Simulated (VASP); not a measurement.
**PbO: single point with LDA**

The system is PbO.

```
Pb O
1.0
     3.92069    0.00000    0.00000
     0.00000    3.92069    0.00000
     0.00000    0.00000    4.95413
Pb O
2 2
Cartesian
  0.0000 1.9603 1.1647
  1.9603 0.0000 3.7894
  0.0000 0.0000 0.0000
  1.9603 1.9603 0.0000
```

| Item | Value |
| --- | --- |
| Program | VASP 6.6.1 |
| Task | single point |
| Functional | LDA |
| Potentials or basis | VASP PAW LDA potentials, release 64 (Pb_d, O) |
| Cutoff | 520 eV |
| k mesh | 7 × 7 × 6 |
| Occupations | fermi-dirac, width 0.03 eV |
| Spin | no spin polarisation |
| Dipole correction | no |
| Further INCAR settings | ALGO = Normal; EDIFF = 1e-06; NBANDS = 28 |

- Pressure: 2.1 GPa
- Largest force: 0.496 eV/Å
- Band gap on the k mesh: 1.38 eV (least direct gap 2.27 eV)

Forces on the atoms (eV/Å):
```
Pb   0.000  0.000  0.496
Pb   0.000  0.000 -0.496
O    0.000  0.000  0.000
O    0.000  0.000  0.000
```

Stress tensor (GPa, compression positive):
```
2.18 0.00 0.00
0.00 2.18 0.00
0.00 0.00 1.95
```

Levels at points of the mesh, in eV from the valence-band top:
```
           k point  band 16  band 17  band 18  band 19  band 20  band 21  band 22  band 23  band 24  band 25
(0.00, 0.00, 0.00)    -4.70    -1.95    -1.95    -1.94    -0.02     2.38     5.30     5.72     5.72     6.59
(0.00, 0.00, 0.50)    -4.17    -1.98    -1.98    -1.98    -1.10     1.78     3.95     3.95     4.25     8.75
```

Run time: 120 s on 1 thread of Intel Xeon 8259CL, on a shared host, peak memory 0.2 GiB.

Caveat: spin-orbit coupling is left out, which moves the levels of the heavy elements; an odd mesh through Γ misses points on the zone boundary, where band edges can lie.
